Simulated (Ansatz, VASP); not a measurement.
Two plane-wave programs on BN

The input INCAR:

```
SYSTEM = BN
PREC = Accurate
ENCUT = 600
EDIFF = 1E-6
ISMEAR = 0
SIGMA = 0.1
LREAL = .FALSE.
LASPH = .TRUE.
NELM = 120
ALGO = Normal
ISIF = 2
LWAVE = .FALSE.
LCHARG = .FALSE.
GGA = PE
NBANDS = 11
GGA_COMPAT = .FALSE.
```

Contents of KPOINTS:

```
regular mesh
0
G
  8 8 8
  0 0 0
```

POSCAR

```
BN
1.0
    0.0000000000      1.8050000000      1.8050000000
    1.8050000000      0.0000000000      1.8050000000
    1.8050000000      1.8050000000      0.0000000000
B N
1 1
Direct
    0.0000000000      0.0000000000      0.0000000000
    0.2500000000      0.2500000000      0.2500000000
```

Input for Ansatz:

```yaml
crystal:
  lattice:
    - [0.0, 1.805, 1.805]
    - [1.805, 0.0, 1.805]
    - [1.805, 1.805, 0.0]
  atoms:
    - { symbol: B, position: [0.0, 0.0, 0.0] }
    - { symbol: "N", position: [0.25, 0.25, 0.25] }
basis:
  ecutwfc: 420
kpoints:
  mp_grid: { grid: [8, 8, 8] }
hamiltonian:
  xc: pbe
  pseudopotentials: { kind: paw, azcp: { folder: soft_1 } }
scf:
  occupations: { method: gaussian, width: 0.1 }
output:
  forces: true
  stress: true
  eigenvalues: true
```

Alike in both runs: task single point; functional PBE; k mesh 8 × 8 × 8; occupations gaussian, width 0.1 eV; no spin polarisation.

|  | VASP | Ansatz |
| --- | --- | --- |
| version | VASP 6.6.1 | Ansatz 0.2.0 |
| potentials or method | VASP PAW PBE potentials, release 64 (B, N), cutoff 600 eV | scalar-relativistic, plane waves, PAW |
| valence electrons in the cell | 8 | 8 |

```csv
,VASP,Ansatz,Ansatz less VASP
gap on the k mesh at the Fermi level (eV),4.46,4.47,+0.007
least direct gap on the mesh (eV),8.84,8.85,+0.006
pressure (GPa),4.6,4.4,-0.21
```
